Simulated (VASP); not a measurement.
# BN (P6_3mc) in VASP: a series of runs, part 3 of 3

VASP 6.6.1. The steps go on from the part before.

### 6 Single point, PBE (strain -0.030 along x and y, -0.015 along z)

File INCAR:

```
SYSTEM = BN
PREC = Accurate ; ENCUT = 520
EDIFF = 1E-6 ; ISMEAR = 0
SIGMA = 0.05 ; LREAL = .False.
LASPH = .True. ; NELM = 100
ALGO = Normal ; ISIF = 2
LWAVE = .False. ; LCHARG = .True.
GGA = PE ; LELF = .True.
LVHAR = .True. ; NBANDS = 16
```

File KPOINTS:

```
regular mesh
0
Gamma
  12 12 6
  0 0 0
```

File POSCAR:

```
BN
1.0
    2.4779426931      0.0000000000      0.0000000000
   -1.2389713465      2.1459613213      0.0000000000
    0.0000000000      0.0000000000      4.1611468172
B N
2 2
Direct
    0.6666666667      0.3333333333      0.9998058547
    0.3333333333      0.6666666667      0.4998058547
    0.6666666667      0.3333333333      0.6251941453
    0.3333333333      0.6666666667      0.1251941453
```

Potentials or basis: VASP PAW PBE potentials, release 64 (B, N).

Started as:

```console
cat potpaw_PBE.64/B/POTCAR potpaw_PBE.64/N/POTCAR > POTCAR
mpirun -np 1 vasp_std > vasp.out
```

Run time: 22 s. Hardware: 1 thread of Intel Xeon Platinum 8259CL at 2.50GHz (Skylake/Cascade Lake), shared host; peak memory 0.14 GiB.

The run converged. Its results:

```
Free energy            : -34.6472 eV
Pressure               : 33.0 GPa
Largest force          : 0.127 eV/Å
Band gap on the k mesh : 5.02 eV, indirect (least direct gap 8.46 eV)
```

Forces on the atoms (eV/Å):
```
B    0.000  0.000 -0.127
B    0.000  0.000 -0.127
N    0.000  0.000  0.127
N    0.000  0.000  0.127
```

Stress tensor (GPa, compression positive):
```
38.75  0.00  0.00
 0.00 38.75  0.00
 0.00  0.00 21.61
```

Levels at points of the mesh, in eV from the valence-band top:
```csv
k point,band 4,band 5,band 6,band 7,band 8,band 9,band 10,band 11,band 12,band 13
"(0.00, 0.00, 0.00)",-2.15,-2.15,-0.36,0.00,0.00,8.46,8.79,8.79,10.67,11.98
"(0.50, 0.00, 0.00)",-8.34,-7.28,-5.24,-4.73,-2.32,7.10,8.05,11.07,12.16,13.28
"(0.00, 0.00, 0.50)",-6.16,-1.19,-1.19,-1.19,-1.19,10.29,10.29,10.38,10.38,10.38
"(0.50, 0.00, 0.50)",-10.60,-4.00,-4.00,-3.88,-3.88,6.77,6.77,10.41,10.41,14.96
```

Caveat: the cell differs from its parent crystal (strain -0.030 along x and y, -0.015 along z).

### 7 Summary

| cell | smearing | gap on the mesh (eV) | pressure (GPa) | largest force (eV/Å) |
| --- | --- | --- | --- | --- |
| a = 2.631, b = 2.631, c = 4.225 Å, angles 90.0, 90.0, 120.0°, 4 atoms | tetrahedron | 5.38 | -19.2 | 0.01 |
| a = 2.631, b = 2.631, c = 4.288 Å, angles 90.0, 90.0, 120.0°, 4 atoms | gaussian 0.05 eV | 5.35 | -23.8 | 0.02 |
| a = 2.478, b = 2.478, c = 4.098 Å, angles 90.0, 90.0, 120.0°, 4 atoms | gaussian 0.05 eV | 5.05 | 40.7 | 0.08 |
| a = 2.478, b = 2.478, c = 4.225 Å, angles 90.0, 90.0, 120.0°, 4 atoms | gaussian 0.05 eV | 4.99 | 26.1 | 0.13 |
| a = 2.478, b = 2.478, c = 4.161 Å, angles 90.0, 90.0, 120.0°, 4 atoms | gaussian 0.05 eV | 5.02 | 33.0 | 0.13 |

Alike in all rows: task single point; level PBE; potentials or basis VASP PAW PBE potentials, release 64 (B, N); no spin polarisation; k mesh 12 × 12 × 6; cutoff (eV) 520.

Total energies depend on the potentials used, so only differences within one code and one set of settings carry meaning.
